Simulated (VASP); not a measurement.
# Tl (P6_3/mmc) in VASP: notebook, part 2 of 2

VASP 6.6.1.

**3. Single point, PBEsol (30.70 Å³/atom)**

This run uses another cell than the first one, of 30.70 Å³/atom.

INCAR reads:

```
SYSTEM = Tl
PREC = Accurate
ENCUT = 520
EDIFF = 1E-6
ISMEAR = -1
SIGMA = 0.1
LREAL = .False.
LASPH = .True.
NELM = 80
ALGO = Normal
ISIF = 2
LWAVE = .False.
LCHARG = .False.
GGA = PS
NBANDS = 34
```

KPOINTS reads:

```
regular mesh
0
Gamma
  12 12 4
  0 0 0
```

POSCAR reads:

```
Tl
1.0
    3.5221106207      0.0000000000      0.0000000000
   -1.7610553104      3.0502372725      0.0000000000
    0.0000000000      0.0000000000     11.4320014052
Tl
4
Direct
    1.0000000000      1.0000000000      1.0000000000
    1.0000000000      1.0000000000      0.5000000000
    0.3333333333      0.6666666667      0.2500000000
    0.6666666667      0.3333333333      0.7500000000
```

Potentials or basis: VASP PAW PBE potentials, release 64 (Tl_d).

On the command line:

```console
> cat potpaw_PBE.64/Tl_d/POTCAR > POTCAR
> mpirun -np 1 vasp_std > vasp.out
```

OUTCAR:

```text
SYSTEM = Tl
   PREC = Accurate
   ENCUT = 520
   EDIFF = 1E-6
   ISMEAR = -1
   LREAL = .False.
   LASPH = .True.
   NELM = 80
   ISIF = 2
   GGA = PS

 ion  position               nearest neighbor table
   1  0.000  0.000  0.000-   3 3.51   4 3.51   4 3.51   3 3.51   4 3.51   3 3.51
   2  0.000  0.000  0.500-   3 3.51   4 3.51   4 3.51   3 3.51   4 3.51   3 3.51
   3  0.333  0.667  0.250-   1 3.51   2 3.51   1 3.51   2 3.51   1 3.51   2 3.51
   4  0.667  0.333  0.750-   1 3.51   2 3.51   1 3.51   2 3.51   1 3.51   2 3.51

  LATTYP: Found a hexagonal cell.
 ALAT       =     3.5221106207
 C/A-ratio  =     3.2457814749

  Lattice vectors:

 A1 = (   3.5221106207,   0.0000000000,   0.0000000000)
 A2 = (  -1.7610553104,   3.0502372725,   0.0000000000)
 A3 = (   0.0000000000,   0.0000000000,  11.4320014052)

Analysis of symmetry for initial positions (statically):
=====================================================================
 Subroutine PRICEL returns:
 Original cell was already a primitive cell.

 Routine SETGRP: Setting up the symmetry group for a
 hexagonal supercell.

 Subroutine GETGRP returns: Found 24 space group operations
 (whereof 12 operations were pure point group operations)
 out of a pool of 24 trial point group operations.

The static configuration has the point symmetry D_3d.
 The point group associated with its full space group is D_6h.

Analysis of symmetry for dynamics (positions and initial velocities):
=====================================================================
 Subroutine PRICEL returns:
 Original cell was already a primitive cell.

 Routine SETGRP: Setting up the symmetry group for a
 hexagonal supercell.

 Subroutine GETGRP returns: Found 24 space group operations
 (whereof 12 operations were pure point group operations)
 out of a pool of 24 trial point group operations.

The dynamic configuration has the point symmetry D_3d.
 The point group associated with its full space group is D_6h.

 Subroutine INISYM returns: Found 24 space group operations
 (whereof 12 operations are pure point group operations),
 and found     1 'primitive' translations

----------------------------------------------------------------------------------------

                                     Primitive cell

  volume of cell :     122.8171

  direct lattice vectors                    reciprocal lattice vectors
     3.522110621  0.000000000  0.000000000     0.283920668  0.163921674  0.000000000
    -1.761055310  3.050237272  0.000000000     0.000000000  0.327843348  0.000000000
     0.000000000  0.000000000 11.432001405     0.000000000  0.000000000  0.087473747

  length of vectors
     3.522110621  3.522110621 11.432001405     0.327843348  0.327843348  0.087473747

  position of ions in fractional coordinates (direct lattice)
     0.000000000  0.000000000  0.000000000
     0.000000000  0.000000000  0.500000000
     0.333333333  0.666666667  0.250000000
     0.666666667  0.333333333  0.750000000

  ion indices of the primitive-cell ions
   primitive index   ion index
                 1           1
                 2           2
                 3           3
                 4           4

----------------------------------------------------------------------------------------
[... 24 lines left out ...]

 Following reciprocal coordinates:
            Coordinates               Weight
  0.000000  0.000000  0.000000      1.000000
  0.083333 -0.000000  0.000000      6.000000
  0.166667  0.000000  0.000000      6.000000
  0.250000  0.000000  0.000000      6.000000
  0.333333  0.000000  0.000000      6.000000
  0.416667 -0.000000  0.000000      6.000000
[... 16 lines left out ...]
  0.250000  0.000000  0.250000     12.000000
  0.333333  0.000000  0.250000     12.000000
 [... further k-points ...]
   k-points           NKPTS =     57   k-points in BZ     NKDIM =     57   number of bands    NBANDS=     34
   number of dos      NEDOS =    301   number of ions     NIONS =      4
   total plane-waves  NPLWV =  70560
   dimension x,y,z NGX =    28 NGY =   28 NGZ =   90
   dimension x,y,z NGXF=    56 NGYF=   56 NGZF=  180
   ions per type =               4
   NGX,Y,Z   is equivalent  to a cutoff of  13.22, 13.22, 13.09 a.u.
   NGXF,Y,Z  is equivalent  to a cutoff of  26.43, 26.43, 26.18 a.u.
 SYSTEM =  Tl
   PREC   = accura    normal or accurate (medium, high low for compatibility)
   ISTART =      0    job   : 0-new  1-cont  2-samecut
   ICHARG =      2    charge: 1-file 2-atom 10-const
   ISPIN  =      1    spin polarized calculation?
   LNONCOLLINEAR =      F non collinear calculations
   LSORBIT =      F    spin-orbit coupling
   LASPH  =      T    aspherical Exc in radial PAW
   ENCUT  =  520.0 eV  38.22 Ry    6.18 a.u.   6.55  6.55 21.26*2*pi/ulx,y,z
   NELM   =     80;   NELMIN=  2; NELMDL= -5     # of ELM steps
   EDIFF  = 0.1E-05   stopping-criterion for ELM
   LREAL  =      F    real-space projection
   EDIFFG = 0.1E-04   stopping-criterion for IOM
   NSW    =      0    number of steps for IOM
   IBRION =     -1    ionic relax: 0-MD 1-quasi-New 2-CG
   NFREE  =      0    steps in history (QN), initial steepest desc. (CG)
   ISIF   =      2    stress and relaxation
   ISYM   =      2    0-nonsym 1-usesym 2-fastsym
   POTIM  = 0.5000    time-step for ionic-motion
   TEBEG  =    0.0;   TEEND  =   0.0 temperature during run
   PSTRESS=    0.0 pullay stress
   NELECT =      52.0000    total number of electrons
   NUPDOWN=      -1.0000    fix difference up-down
   EMIN   =  10.00;   EMAX   =-10.00  energy-range for DOS
   EFERMI =   0.00;   METHOD = LEGACY
   ISMEAR =    -1;   SIGMA  =   0.10  broadening in eV -4-tet -1-fermi 0-gaus
   EFERMI_NEDOS =   21; number of points for ismear=-14 and -15
   IALGO  =     38    algorithm
   IMIX   =      4    mixing-type and parameters
     AMIX     =   0.40;   BMIX     =  1.00
     AMIX_MAG =   1.60;   BMIX_MAG =  1.00
  volume/ion in A,a.u.               =      30.70       207.20
  Fermi-wavevector in a.u.,A,eV,Ry     =   1.229296  2.323032 20.560683  1.511168
  Thomas-Fermi vector in A             =   2.364188
   LORBIT       =      0    0 simple, 1 ext, 2 COOP (PROOUT), +10 PAW based schemes
   GGA     = PS    functional components
   LHFCALC =     F    Hartree Fock is set to
   AEXX    =    0.0000 exact exchange contribution
   IVDW    =     0    specifies the selected vdW correction
   LEPSILON=     F    determine dielectric tensor
   LRPA    =     F    only Hartree local field effects (RPA)
 non-spin polarized calculation
  energy-cutoff  :      520.00
  volume of cell :      122.82
 maximum number of plane-waves:      3378
 NGX is ok and might be reduce to    28
   NGX = 13   NGY = 13   NGZ = 43

 number of electron      52.0000005 magnetization

 Free energy of the ion-electron system (eV)
  ---------------------------------------------------
  ext. energy  EPLUGINS =         0.00000000
  ---------------------------------------------------
  free energy    TOTEN  =       -10.42716918 eV

  energy without entropy =      -10.34059540  energy(sigma->0) =      -10.38388229

 E-fermi :   5.6391     XC(G=0): -10.0162

 val. band max:        5.6037290555   @ k =   0.2500   0.1667   0.0000
 cond. band min:       5.6488114882   @ k =   0.4167   0.1667   0.2500
 fundamental gap:      0.0450824326
 Fermi energy:         5.6391087413

 k-point     1 :       0.0000    0.0000    0.0000
  band No.  band energies     occupation
      1      -5.9447      2.00000
      2      -5.8527      2.00000
      3      -5.8386      2.00000
      4      -5.7939      2.00000
      5      -5.7939      2.00000
      6      -5.7833      2.00000
[... 877 lines left out ...]
     33      11.4105      0.00000
     34      12.3410      0.00000

 [... further k-points ...]

------------------------ aborting loop because EDIFF is reached ----------------------------------------

  FORCE on cell =-STRESS in cart. coord.  units (eV):
  Direction    XX          YY          ZZ          XY          YZ          ZX
  --------------------------------------------------------------------------------------
  -------------------------------------------------------------------------------------
  Total       -1.7557676     -1.7557676     -1.8050988      0.0000000     -0.0000000      0.0000000
  in kB      -22.9043904    -22.9043904    -23.5479272      0.0000000     -0.0000000      0.0000000
  external PRESSURE =     -23.1189027 kB  Pullay stress =       0.0000000 kB

 VOLUME and BASIS-vectors are now :
 -----------------------------------------------------------------------------
  energy-cutoff  :      520.00
  volume of cell :      122.82
      direct lattice vectors                 reciprocal lattice vectors
     3.522110621  0.000000000  0.000000000     0.283920668  0.163921674  0.000000000
    -1.761055310  3.050237272  0.000000000     0.000000000  0.327843348  0.000000000
     0.000000000  0.000000000 11.432001405     0.000000000  0.000000000  0.087473747

 POSITION                                       TOTAL-FORCE (eV/Angst)
 -----------------------------------------------------------------------------------
      0.00000      0.00000      0.00000        -0.000000      0.000000      0.000000
      0.00000      0.00000      5.71600        -0.000000      0.000000      0.000000
     -0.00000      2.03349      2.85800        -0.000000      0.000000     -0.000000
      1.76106      1.01675      8.57400         0.000000     -0.000000     -0.000000
 -----------------------------------------------------------------------------------
    total drift:                                0.000000     -0.000000      0.000000

  FREE ENERGIE OF THE ION-ELECTRON SYSTEM (eV)
  ---------------------------------------------------
  free  energy   TOTEN  =       -10.4271691812 eV

  energy  without entropy=      -10.3405953966  energy(sigma->0) =      -10.38388229
```

Run time: 68 s. Hardware: 1 thread of Intel Xeon 6975P-C (Granite Rapids), shared host; peak memory 0.35 GiB.

Results:

```
Free energy            : -10.4272 eV
Pressure               : -2.3 GPa
Band gap on the k mesh : zero (bands 26 and 27 overlap by 4.07 eV)
```

Caveat: the PAW data sets were made with another functional, which shifts forces and pressure a little; spin-orbit coupling is left out, which moves the levels of the heavy elements.

**4. Single point, PBEsol (31.84 Å³/atom)**

This run uses another cell than the first one, of 31.84 Å³/atom.

INCAR reads:

```
PREC     = Accurate       # precision mode
ENCUT    = 520            # plane-wave cutoff, eV
EDIFF    = 1E-6           # SCF threshold, eV
ISMEAR   = -1             # smearing method
SIGMA    = 0.1            # smearing width, eV
LREAL    = F              # projectors in reciprocal space
LASPH    = T              # aspherical terms in the spheres
NELM     = 60             # most SCF steps
ALGO     = Normal         # electronic algorithm
ISIF     = 2              # what is computed and relaxed
LWAVE    = F              # write WAVECAR
LCHARG   = T              # write CHGCAR
GGA      = PS             # functional
LELF     = T              # ELF
LVHAR    = T            
NBANDS   = 34             # bands
```

KPOINTS reads:

```
regular mesh
0
Gamma
  12 12 4
```

POSCAR reads:

```
Tl
1.0
    3.5650674229      0.0000000000      0.0000000000
   -1.7825337114      3.0874389544      0.0000000000
    0.0000000000      0.0000000000     11.5714297979
Tl
4
Direct
    1.0000000000      1.0000000000      1.0000000000
    1.0000000000      1.0000000000      0.5000000000
    0.3333333333      0.6666666667      0.2500000000
    0.6666666667      0.3333333333      0.7500000000
```

Potentials or basis: VASP PAW PBE potentials, release 64 (Tl_d).

On the command line:

```console
> cat potpaw_PBE.64/Tl_d/POTCAR > POTCAR
> mpirun -np 1 vasp_std > vasp.out
```

OUTCAR:

```text
PREC = Accurate
   ENCUT = 520
   EDIFF = 1E-6
   ISMEAR = -1
   LREAL = F
   LASPH = T
   NELM = 60
   ISIF = 2
   GGA = PS

 ion  position               nearest neighbor table
   1  0.000  0.000  0.000-   3 3.55   4 3.55   3 3.55   4 3.55   4 3.55   3 3.55
   2  0.000  0.000  0.500-   3 3.55   4 3.55   3 3.55   4 3.55   4 3.55   3 3.55
   3  0.333  0.667  0.250-   1 3.55   2 3.55   1 3.55   2 3.55   1 3.55   2 3.55
   4  0.667  0.333  0.750-   1 3.55   2 3.55   1 3.55   2 3.55   1 3.55   2 3.55

  LATTYP: Found a hexagonal cell.
 ALAT       =     3.5650674229
 C/A-ratio  =     3.2457814749

  Lattice vectors:

 A1 = (   3.5650674229,   0.0000000000,   0.0000000000)
 A2 = (  -1.7825337114,   3.0874389544,   0.0000000000)
 A3 = (   0.0000000000,   0.0000000000,  11.5714297979)

Analysis of symmetry for initial positions (statically):
=====================================================================
 Subroutine PRICEL returns:
 Original cell was already a primitive cell.

 Routine SETGRP: Setting up the symmetry group for a
 hexagonal supercell.

[... 170 lines left out ...]
  energy without entropy =      -10.26125204  energy(sigma->0) =      -10.30707680

 E-fermi :   5.2999     XC(G=0):  -9.8401

 val. band max:        5.2914374769   @ k =   0.2500   0.1667   0.0000
 cond. band min:       5.3119660011   @ k =   0.4167   0.1667   0.2500
 fundamental gap:      0.0205285243
 Fermi energy:         5.2999392541

 k-point     1 :       0.0000    0.0000    0.0000
  band No.  band energies     occupation
      1      -6.2304      2.00000
      2      -6.1521      2.00000
      3      -6.1386      2.00000
      4      -6.1035      2.00000
      5      -6.1035      2.00000
      6      -6.0935      2.00000
[... 877 lines left out ...]
     33      10.8936      0.00000
     34      11.8071      0.00000

 [... further k-points ...]

------------------------ aborting loop because EDIFF is reached ----------------------------------------

  FORCE on cell =-STRESS in cart. coord.  units (eV):
  Direction    XX          YY          ZZ          XY          YZ          ZX
  --------------------------------------------------------------------------------------
  -------------------------------------------------------------------------------------
  Total       -2.4095412     -2.4095412     -2.4806874     -0.0000000      0.0000000      0.0000000
  in kB      -30.3104089    -30.3104089    -31.2053802     -0.0000000      0.0000000      0.0000000
  external PRESSURE =     -30.6087327 kB  Pullay stress =       0.0000000 kB

 VOLUME and BASIS-vectors are now :
 -----------------------------------------------------------------------------
  energy-cutoff  :      520.00
  volume of cell :      127.37
      direct lattice vectors                 reciprocal lattice vectors
     3.565067423  0.000000000  0.000000000     0.280499604  0.161946522  0.000000000
    -1.782533711  3.087438954  0.000000000     0.000000000  0.323893044  0.000000000
     0.000000000  0.000000000 11.571429798     0.000000000  0.000000000  0.086419744

 POSITION                                       TOTAL-FORCE (eV/Angst)
 -----------------------------------------------------------------------------------
      0.00000      0.00000      0.00000         0.000000      0.000000     -0.000000
      0.00000      0.00000      5.78571         0.000000      0.000000     -0.000000
     -0.00000      2.05829      2.89286         0.000000     -0.000000     -0.000000
      1.78253      1.02915      8.67857        -0.000000      0.000000      0.000000
 -----------------------------------------------------------------------------------
    total drift:                                0.000000     -0.000000      0.000000

  FREE ENERGIE OF THE ION-ELECTRON SYSTEM (eV)
  ---------------------------------------------------
  free  energy   TOTEN  =       -10.3529015478 eV

  energy  without entropy=      -10.2612520435  energy(sigma->0) =      -10.30707680
```

OSZICAR:

```text
N       E                     dE             d eps       ncg     rms          rms(c)
DAV:   1     0.286079414497E+03    0.28608E+03   -0.27294E+04  3892   0.141E+03
DAV:   2    -0.321821097791E+01   -0.28930E+03   -0.28417E+03  4200   0.320E+02
DAV:   3    -0.103928738113E+02   -0.71747E+01   -0.70782E+01  4412   0.419E+01
DAV:   4    -0.104698245315E+02   -0.76951E-01   -0.76729E-01  4236   0.393E+00
DAV:   5    -0.104709512223E+02   -0.11267E-02   -0.11267E-02  4250   0.529E-01    0.300E+00
DAV:   6    -0.103702090178E+02    0.10074E+00   -0.20150E-01  4054   0.263E+00    0.219E+00
DAV:   7    -0.103539593584E+02    0.16250E-01   -0.71912E-02  4016   0.154E+00    0.987E-01
DAV:   8    -0.103528912201E+02    0.10681E-02   -0.35998E-03  4024   0.366E-01    0.601E-02
DAV:   9    -0.103528943887E+02   -0.31686E-05   -0.21412E-05  4558   0.323E-02    0.154E-02
DAV:  10    -0.103529014969E+02   -0.71082E-05   -0.96005E-06  4052   0.229E-02    0.204E-03
DAV:  11    -0.103529015478E+02   -0.50841E-07   -0.47649E-07  2110   0.658E-03
   1 F= -.10352902E+02 E0= -.10307077E+02  d E =-.916495E-01
```

Wall time 76 s (1 thread of Intel Xeon 6975P-C (Granite Rapids), shared host); peak memory 0.35 GiB.

Results:

```
Free energy            : -10.3529 eV
Pressure               : -3.1 GPa
Band gap on the k mesh : zero (bands 26 and 27 overlap by 3.89 eV)
```

Caveat: the cell stands under tension; the PAW data sets were made with another functional, which shifts forces and pressure a little; spin-orbit coupling is left out, which moves the levels of the heavy elements.

**5. Single point, PBEsol**

This run uses another cell than the first one, of 28.43 Å³/atom.

Changes to INCAR since step 4:

```diff
@@ -11,6 +11,4 @@
 LWAVE    = F              # write WAVECAR
-LCHARG   = T              # write CHGCAR
+LCHARG   = F              # write CHGCAR
 GGA      = PS             # functional
-LELF     = T              # ELF
-LVHAR    = T            
 NBANDS   = 34             # bands
```

KPOINTS reads:

```
regular mesh
0
Gamma
  14 14 4
```

POSCAR reads:

```
Tl
1.0
    3.4329046436      0.0000000000      0.0000000000
   -1.7164523218      2.9729826302      0.0000000000
    0.0000000000      0.0000000000     11.1424582974
Tl
4
Direct
    1.0000000000      1.0000000000      1.0000000000
    1.0000000000      1.0000000000      0.5000000000
    0.3333333333      0.6666666667      0.2500000000
    0.6666666667      0.3333333333      0.7500000000
```

On the command line:

```console
> cat potpaw_PBE.64/Tl_d/POTCAR > POTCAR
> mpirun -np 1 vasp_std > vasp.out
```

It took 96 s on 1 thread of Intel Xeon 6975P-C (Granite Rapids), shared host; peak memory 0.36 GiB.

Results (log left out):

```yaml
Free_energy: -10.5028 eV
Pressure: 0.0 GPa
Band_gap_on_the_k_mesh: zero (bands 26 and 27 overlap by 4.47 eV)
```

Stress tensor (GPa, compression positive):
```
-0.11  0.00  0.00
 0.00 -0.11  0.00
 0.00  0.00  0.10
```

Levels at points of the mesh, in eV from the Fermi level:
```
           k point  band 24  band 25  band 26  band 27  band 28  band 29
(0.00, 0.00, 0.00)    -5.23    -2.91     3.17     3.18     8.22     8.22
(0.50, 0.00, 0.00)    -3.97    -2.69    -2.37    -0.29     0.15     1.88
(0.00, 0.00, 0.50)    -6.88    -0.58    -0.58     7.42     7.42     8.49
(0.50, 0.00, 0.50)    -4.50    -1.77    -1.77    -1.11    -1.11     3.53
```

Caveat: the PAW data sets were made with another functional, which shifts forces and pressure a little; spin-orbit coupling is left out, which moves the levels of the heavy elements.

**6. Summary**

```csv
cell,k mesh,gap on the mesh (eV),pressure (GPa)
"a = 3.478, b = 3.478, c = 11.289 Å, angles 90.0, 90.0, 120.0°, 4 atoms",12 × 12 × 4,none,-1.3
"a = 3.522, b = 3.522, c = 11.432 Å, angles 90.0, 90.0, 120.0°, 4 atoms",12 × 12 × 4,none,-2.3
"a = 3.565, b = 3.565, c = 11.571 Å, angles 90.0, 90.0, 120.0°, 4 atoms",12 × 12 × 4,none,-3.1
"a = 3.433, b = 3.433, c = 11.142 Å, angles 90.0, 90.0, 120.0°, 4 atoms",14 × 14 × 4,none,0.0
```

Alike in all rows: task single point; level PBEsol; potentials or basis VASP PAW PBE potentials, release 64 (Tl_d); no spin polarisation; cutoff (eV) 520; smearing fermi-dirac 0.1 eV.

Caveats: the PAW data sets were made with another functional, which shifts forces and pressure a little; spin-orbit coupling is left out, which moves the levels of the heavy elements; the cell stands under tension (at least some runs).

Absolute energies hang on the potentials; compare differences alone.
